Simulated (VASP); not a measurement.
# GaP (P4/mmm) in VASP: a series of runs

GaP is run at these levels: PBE-based screened hybrid with 25 % exact exchange; tasks: single point.

All numbers are computed with VASP 6.6.1; they aren't measurements. Logs are shortened: lines on timing, memory, paths and dates and some standing lists are left out, and cuts for length are marked.

## Step 1: The cell of the first run

It takes space group P4/mmm (No. 123, tetragonal). The conventional cell has a = 3.310 Å, b = 3.310 Å, c = 2.982 Å, α = 90.00°, β = 90.00°, γ = 90.00°. Within 3.7 Å of Ga (site symmetry 4/mmm) lie 8 P at 2.78 Å and 6 Ga at 2.98 to 3.31 Å. Within 3.7 Å of P (site symmetry 4/mmm) lie 8 Ga at 2.78 Å and 6 P at 2.98 to 3.31 Å.

## Step 2: Single point, PBE-based screened hybrid with 25 % exact exchange

File POSCAR:

```
GaP
1.0
    3.3098948564      0.0000000000      0.0000000000
    0.0000000000      3.3098948564      0.0000000000
    0.0000000000      0.0000000000      2.9824432949
Ga P
1 1
Direct
    0.0000000000      0.0000000000      0.0000000000
    0.5000000000      0.5000000000      0.5000000000
```

File INCAR.step1:

```
ALGO = Normal
EDIFF = 1E-5
ENCUT = 520
GGA = PE
ISIF = 2
ISMEAR = -1
LASPH = T
LCHARG = F
LREAL = F
LWAVE = T
NBANDS = 16
NELM = 100
PREC = Accurate
SIGMA = 0.05
```

File INCAR.step2:

```
AEXX = 0.25
ALGO = Normal
EDIFF = 1E-6
ENCUT = 520
GGA = PE
HFSCREEN = 0.3
ISIF = 2
ISMEAR = -1
ISTART = 1
LASPH = T
LCHARG = F
LHFCALC = T
LREAL = F
LWAVE = F
NBANDS = 16
NELM = 100
PREC = Accurate
PRECFOCK = Normal
SIGMA = 0.05
```

File KPOINTS:

```
k-points
0
Gamma
  4 4 5
```

Potentials or basis: VASP PAW PBE potentials, release 64 (Ga_d, P).

Command:

```
$ cat potpaw_PBE.64/Ga_d/POTCAR potpaw_PBE.64/P/POTCAR > POTCAR
$ cp INCAR.step1 INCAR
$ mpirun -np 1 vasp_std > vasp.out
$ cp INCAR.step2 INCAR
$ mpirun -np 1 vasp_std > vasp.out
```

OUTCAR:

```text
AEXX = 0.25
   EDIFF = 1E-6
   ENCUT = 520
   GGA = PE
   HFSCREEN = 0.3
   ISIF = 2
   ISMEAR = -1
   ISTART = 1
   LASPH = T
   LHFCALC = T
   LREAL = F
   NELM = 100
   PREC = Accurate
   PRECFOCK = Normal

 ion  position               nearest neighbor table
   1  0.000  0.000  0.000-   2 2.78   2 2.78   2 2.78   2 2.78   2 2.78   2 2.78   2 2.78   2 2.78

   2  0.500  0.500  0.500-   1 2.78   1 2.78   1 2.78   1 2.78   1 2.78   1 2.78   1 2.78   1 2.78

  LATTYP: Found a simple tetragonal cell.
 ALAT       =     3.3098948564
 C/A-ratio  =     0.9010688932

  Lattice vectors:

 A1 = (   3.3098948564,   0.0000000000,   0.0000000000)
 A2 = (   0.0000000000,   3.3098948564,   0.0000000000)
 A3 = (   0.0000000000,   0.0000000000,   2.9824432949)

Analysis of symmetry for initial positions (statically):
=====================================================================
 Subroutine PRICEL returns:
 Original cell was already a primitive cell.

 Routine SETGRP: Setting up the symmetry group for a
 simple tetragonal supercell.

 Subroutine GETGRP returns: Found 16 space group operations
 (whereof 16 operations were pure point group operations)
 out of a pool of 16 trial point group operations.

The static configuration has the point symmetry D_4h.

Analysis of symmetry for dynamics (positions and initial velocities):
=====================================================================
 Subroutine PRICEL returns:
 Original cell was already a primitive cell.

 Routine SETGRP: Setting up the symmetry group for a
 simple tetragonal supercell.

 Subroutine GETGRP returns: Found 16 space group operations
 (whereof 16 operations were pure point group operations)
 out of a pool of 16 trial point group operations.

The dynamic configuration has the point symmetry D_4h.

 Subroutine INISYM returns: Found 16 space group operations
 (whereof 16 operations are pure point group operations),
 and found     1 'primitive' translations

----------------------------------------------------------------------------------------

                                     Primitive cell

  volume of cell :      32.6739

[... 83 lines left out ...]
   EDIFFG = 0.1E-04   stopping-criterion for IOM
   NSW    =      0    number of steps for IOM
   IBRION =     -1    ionic relax: 0-MD 1-quasi-New 2-CG
   NFREE  =      0    steps in history (QN), initial steepest desc. (CG)
   ISIF   =      2    stress and relaxation
   ISYM   =      3    0-nonsym 1-usesym 2-fastsym
   POTIM  = 0.5000    time-step for ionic-motion
   TEBEG  =    0.0;   TEEND  =   0.0 temperature during run
   PSTRESS=    0.0 pullay stress
   NELECT =      18.0000    total number of electrons
   NUPDOWN=      -1.0000    fix difference up-down
   EMIN   =  10.00;   EMAX   =-10.00  energy-range for DOS
   EFERMI =   0.00;   METHOD = LEGACY
   ISMEAR =    -1;   SIGMA  =   0.05  broadening in eV -4-tet -1-fermi 0-gaus
   EFERMI_NEDOS =   21; number of points for ismear=-14 and -15
   IALGO  =     38    algorithm
   IMIX   =      1    mixing-type and parameters
     AMIX     =   0.40;   BMIX     =  1.00
     AMIX_MAG =   1.60;   BMIX_MAG =  1.00
  volume/ion in A,a.u.               =      16.34       110.25
  Fermi-wavevector in a.u.,A,eV,Ry     =   1.342040  2.536088 24.505065  1.801071
  Thomas-Fermi vector in A             =   2.470226
   LORBIT       =      0    0 simple, 1 ext, 2 COOP (PROOUT), +10 PAW based schemes
   GGA     = PE    functional components
   LHFCALC =     T    Hartree Fock is set to
   PRECFOCK=normal    Normal, Fast or Accurate (Low or Medium for compatibility)
   ENCUT4O =  -1.0   cutoff for four orbital integrals eV
   NKREDX  =     1    reduce k-point grid by
   NKREDY  =     1    reduce k-point grid by
   NKREDZ  =     1    reduce k-point grid by
   AEXX    =    0.2500 exact exchange contribution
   HFSCREEN=    0.3000 screening length (either q_TF or 0.3 A-1)
   HFSCREENC=   0.3000 screening length for correlation (either q_TF or 0.3 A-1)
   ENCUTFOCK=  -1.0 apply spherical cutoff to Coloumb kernel
   IVDW    =     0    specifies the selected vdW correction
   LEPSILON=     F    determine dielectric tensor
   LRPA    =     F    only Hartree local field effects (RPA)
 non-spin polarized calculation
  energy-cutoff  :      520.00
  volume of cell :       32.67
 maximum number of plane-waves:       912
 NGX is ok and might be reduce to    28
  NGX = 20; NGY = 20; NGZ = 18

 number of electron      17.9999998 magnetization

 Free energy of the ion-electron system (eV)
  ---------------------------------------------------
  ext. energy  EPLUGINS =         0.00000000
  ---------------------------------------------------
  free energy    TOTEN  =        -8.67265298 eV

  energy without entropy =       -8.65698634  energy(sigma->0) =       -8.66481966

 E-fermi :   7.5402     XC(G=0):  -9.4686

 val. band max:        7.5321651139   @ k =   0.2500   0.0000   0.4000
 cond. band min:       7.5413527188   @ k =   0.2500   0.2500   0.4000
 fundamental gap:      0.0091876049
 Fermi energy:         7.5401963152

 k-point     1 :       0.0000    0.0000    0.0000
  band No.  band energies     occupation
      1     -10.2957      2.00000
      2     -10.2180      2.00000
      3     -10.1244      2.00000
      4     -10.1030      2.00000
      5     -10.1030      2.00000
      6      -8.0497      2.00000
[... 319 lines left out ...]
      3     -10.2347      2.00000
      4     -10.0522      2.00000
      5     -10.0414      2.00000
      6      -1.7412      2.00000
[... 8 lines left out ...]
     15      26.6984      0.00000
     16      26.6985      0.00000

------------------------ aborting loop because EDIFF is reached ----------------------------------------

  FORCE on cell =-STRESS in cart. coord.  units (eV):
  Direction    XX          YY          ZZ          XY          YZ          ZX
  --------------------------------------------------------------------------------------
  -------------------------------------------------------------------------------------
  Total        0.0151848      0.0151848      0.0039860      0.0000000      0.0000000      0.0000000
  in kB        0.7445932      0.7445932      0.1954538      0.0000000      0.0000000      0.0000000
  external PRESSURE =       0.5615468 kB  Pullay stress =       0.0000000 kB

 VOLUME and BASIS-vectors are now :
 -----------------------------------------------------------------------------
  energy-cutoff  :      520.00
  volume of cell :       32.67
      direct lattice vectors                 reciprocal lattice vectors
     3.309894856  0.000000000  0.000000000     0.302124401  0.000000000  0.000000000
     0.000000000  3.309894856  0.000000000     0.000000000  0.302124401  0.000000000
     0.000000000  0.000000000  2.982443295     0.000000000  0.000000000  0.335295562

 POSITION                                       TOTAL-FORCE (eV/Angst)
 -----------------------------------------------------------------------------------
      0.00000      0.00000      0.00000         0.000000      0.000000      0.000000
      1.65495      1.65495      1.49122         0.000000      0.000000      0.000000
 -----------------------------------------------------------------------------------
    total drift:                                0.000001      0.000001      0.000000

  FREE ENERGIE OF THE ION-ELECTRON SYSTEM (eV)
  ---------------------------------------------------
  free  energy   TOTEN  =        -8.6726529751 eV

  energy  without entropy=       -8.6569863363  energy(sigma->0) =       -8.66481966
```

OUTCAR.step1:

```text
EDIFF = 1E-5
   ENCUT = 520
   GGA = PE
   ISIF = 2
   ISMEAR = -1
[... 556 lines left out ...]
 -----------------------------------------------------------------------------------
      0.00000      0.00000      0.00000         0.000000      0.000000      0.000000
      1.65495      1.65495      1.49122         0.000000      0.000000      0.000000
 -----------------------------------------------------------------------------------
    total drift:                               -0.000000      0.000000     -0.000000

  FREE ENERGIE OF THE ION-ELECTRON SYSTEM (eV)
  ---------------------------------------------------
  free  energy   TOTEN  =        -7.6323529953 eV

  energy  without entropy=       -7.6172986541  energy(sigma->0) =       -7.62482582
```

Wall time 12 min (1 thread of Intel Xeon Platinum 8259CL at 2.50GHz (Skylake/Cascade Lake), shared host); peak memory 0.26 GiB.

Results:

```yaml
Free_energy: -8.6727 eV
Pressure: 0.1 GPa
Band_gap_on_the_k_mesh: zero (bands 9 and 10 overlap by 5.62 eV)
```

Levels at points of the mesh, in eV from the Fermi level:
| k point | band 5 | band 6 | band 7 | band 8 | band 9 | band 10 | band 11 | band 12 | band 13 | band 14 |
| --- | --- | --- | --- | --- | --- | --- | --- | --- | --- | --- |
| (0.00, 0.00, 0.00) | -17.64 | -15.59 | -1.98 | -1.98 | -1.54 | 0.80 | 3.99 | 5.58 | 11.01 | 11.01 |
| (0.50, 0.00, 0.00) | -17.64 | -13.20 | -10.19 | 0.23 | 2.52 | 3.63 | 4.03 | 4.25 | 7.15 | 7.38 |
| (0.50, 0.50, 0.00) | -17.60 | -11.07 | -6.80 | -6.80 | -6.08 | 3.28 | 9.66 | 9.66 | 9.85 | 10.44 |

Caveat: the k points lie up to 0.47 Å⁻¹ apart, too coarse for converged energies and pressures of a metal; the PAW data sets were made with another functional, which shifts forces and pressure a little.

## Step 3: Single point, PBE-based screened hybrid with 25 % exact exchange

This run uses another cell than the first one, of 16.74 Å³/atom.

File POSCAR:

```
GaP
1.0
    3.4566600000      0.0000000000      0.0000000000
    0.0000000000      3.4566600000      0.0000000000
    0.0000000000      0.0000000000      2.8025600000
Ga P
1 1
Direct
    0.0000000000      0.0000000000      0.0000000000
    0.5000000000      0.5000000000      0.5000000000
```

File INCAR.step1:

```
  PREC = Accurate
  ENCUT = 520
  EDIFF = 1E-5
  ISMEAR = -1
  SIGMA = 0.05
  LREAL = F
  LASPH = T
  NELM = 80
  ALGO = Normal
  ISIF = 2
  LWAVE = T
  LCHARG = F
  GGA = PE
  NBANDS = 16
```

File INCAR.step2:

```
  PREC = Accurate
  ENCUT = 520
  EDIFF = 1E-7
  ISMEAR = -1
  SIGMA = 0.05
  LREAL = F
  LASPH = T
  NELM = 80
  ALGO = Normal
  ISIF = 2
  LWAVE = F
  LCHARG = F
  GGA = PE
  LHFCALC = T
  AEXX = 0.25
  HFSCREEN = 0.3
  PRECFOCK = Normal
  ISTART = 1
  NBANDS = 16
```

File KPOINTS:

```
Automatic mesh
0
Gamma
  4 4 5
```

Potentials or basis: VASP PAW PBE potentials, release 64 (Ga_d, P).

Command:

```
$ cat potpaw_PBE.64/Ga_d/POTCAR potpaw_PBE.64/P/POTCAR > POTCAR
$ cp INCAR.step1 INCAR
$ mpirun -np 1 vasp_std > vasp.out
$ cp INCAR.step2 INCAR
$ mpirun -np 1 vasp_std > vasp.out
```

OUTCAR:

```text
PREC = Accurate
   ENCUT = 520
   EDIFF = 1E-7
   ISMEAR = -1
   LREAL = F
   LASPH = T
   NELM = 80
   ISIF = 2
   GGA = PE
   LHFCALC = T
   AEXX = 0.25
   HFSCREEN = 0.3
   PRECFOCK = Normal
   ISTART = 1

 ion  position               nearest neighbor table
   1  0.000  0.000  0.000-   2 2.82   2 2.82   2 2.82   2 2.82   2 2.82   2 2.82   2 2.82   2 2.82

   2  0.500  0.500  0.500-   1 2.82   1 2.82   1 2.82   1 2.82   1 2.82   1 2.82   1 2.82   1 2.82

  LATTYP: Found a simple tetragonal cell.
 ALAT       =     3.4566600000
 C/A-ratio  =     0.8107710912

  Lattice vectors:

 A1 = (   3.4566600000,   0.0000000000,   0.0000000000)
 A2 = (   0.0000000000,   3.4566600000,   0.0000000000)
 A3 = (   0.0000000000,   0.0000000000,   2.8025600000)

Analysis of symmetry for initial positions (statically):
=====================================================================
 Subroutine PRICEL returns:
 Original cell was already a primitive cell.

[... 165 lines left out ...]
  ---------------------------------------------------
  free energy    TOTEN  =        -8.48857588 eV

  energy without entropy =       -8.46768831  energy(sigma->0) =       -8.47813209

 E-fermi :   7.3779     XC(G=0):  -9.3691

 val. band max:        7.3615360541   @ k =   0.2500   0.2500   0.4000
 cond. band min:       7.3940364729   @ k =   0.5000   0.2500   0.2000
 fundamental gap:      0.0325004188
 Fermi energy:         7.3778694133

 k-point     1 :       0.0000    0.0000    0.0000
  band No.  band energies     occupation
      1     -10.7566      2.00000
      2     -10.5747      2.00000
      3     -10.5207      2.00000
      4     -10.4688      2.00000
      5     -10.4688      2.00000
      6      -8.1255      2.00000
[... 319 lines left out ...]
      3     -10.5882      2.00000
      4     -10.4484      2.00000
      5     -10.4092      2.00000
      6      -1.9450      2.00000
[... 8 lines left out ...]
     15      24.6365      0.00000
     16      25.2081      0.00000

------------------------ aborting loop because EDIFF is reached ----------------------------------------

  FORCE on cell =-STRESS in cart. coord.  units (eV):
  Direction    XX          YY          ZZ          XY          YZ          ZX
  --------------------------------------------------------------------------------------
  -------------------------------------------------------------------------------------
  Total       -1.5218487     -1.5218487      2.5473147      0.0000000      0.0000000      0.0000000
  in kB      -72.8138202    -72.8138202    121.8778941      0.0000000      0.0000000      0.0000000
  external PRESSURE =      -7.9165821 kB  Pullay stress =       0.0000000 kB

 VOLUME and BASIS-vectors are now :
 -----------------------------------------------------------------------------
  energy-cutoff  :      520.00
  volume of cell :       33.49
      direct lattice vectors                 reciprocal lattice vectors
     3.456660000  0.000000000  0.000000000     0.289296604  0.000000000  0.000000000
     0.000000000  3.456660000  0.000000000     0.000000000  0.289296604  0.000000000
     0.000000000  0.000000000  2.802560000     0.000000000  0.000000000  0.356816625

 POSITION                                       TOTAL-FORCE (eV/Angst)
 -----------------------------------------------------------------------------------
      0.00000      0.00000      0.00000         0.000000      0.000000      0.000000
      1.72833      1.72833      1.40128         0.000000      0.000000      0.000000
 -----------------------------------------------------------------------------------
    total drift:                                0.000051     -0.000004      0.000012

  FREE ENERGIE OF THE ION-ELECTRON SYSTEM (eV)
  ---------------------------------------------------
  free  energy   TOTEN  =        -8.4885758790 eV

  energy  without entropy=       -8.4676883104  energy(sigma->0) =       -8.47813209
```

OSZICAR.step1:

```text
N       E                     dE             d eps       ncg     rms          rms(c)
DAV:   1     0.773723033827E+02    0.77372E+02   -0.88250E+03   600   0.173E+03
DAV:   2    -0.212077380928E+01   -0.79493E+02   -0.75543E+02   632   0.307E+02
DAV:   3    -0.751206368898E+01   -0.53913E+01   -0.53563E+01   784   0.612E+01
DAV:   4    -0.758256268491E+01   -0.70499E-01   -0.70301E-01   712   0.723E+00
DAV:   5    -0.758359697598E+01   -0.10343E-02   -0.10342E-02   776   0.811E-01    0.353E+00
DAV:   6    -0.747291076142E+01    0.11069E+00   -0.18655E-01   776   0.794E+00    0.200E+00
DAV:   7    -0.746786187269E+01    0.50489E-02   -0.14038E-02   648   0.104E+00    0.104E+00
DAV:   8    -0.746568086674E+01    0.21810E-02   -0.40628E-03   736   0.462E-01    0.101E-01
DAV:   9    -0.746568726099E+01   -0.63942E-05   -0.15317E-04   808   0.162E-01    0.330E-02
DAV:  10    -0.746569516926E+01   -0.79083E-05   -0.25268E-05   720   0.494E-02
   1 F= -.74656952E+01 E0= -.74551368E+01  d E =-.211168E-01
```

Wall time 13 min (1 thread of Intel Xeon Platinum 8259CL at 2.50GHz (Skylake/Cascade Lake), shared host); peak memory 0.26 GiB.

Results:

| Quantity | Value |
| --- | --- |
| Free energy | -8.4886 eV |
| Pressure | -0.8 GPa |
| Band gap on the k mesh | zero (bands 9 and 10 overlap by 6.15 eV) |

Stress tensor (GPa, compression positive):
```
-7.28  0.00  0.00
 0.00 -7.28  0.00
 0.00  0.00 12.19
```

Levels at points of the mesh, in eV from the Fermi level:
| k point | band 7 | band 8 | band 9 | band 10 | band 11 | band 12 |
| --- | --- | --- | --- | --- | --- | --- |
| (0.00, 0.00, 0.00) | -2.91 | -2.77 | -2.77 | 2.75 | 3.48 | 7.30 |
| (0.50, 0.00, 0.00) | -10.37 | -0.75 | 2.63 | 2.85 | 3.16 | 4.03 |
| (0.50, 0.50, 0.00) | -6.94 | -6.94 | -6.89 | 4.60 | 10.33 | 10.33 |

Caveat: the k points lie up to 0.45 Å⁻¹ apart, too coarse for converged energies and pressures of a metal; the PAW data sets were made with another functional, which shifts forces and pressure a little.

The gap in the log of VASP goes by the Fermi energy; the results here count the filled bands.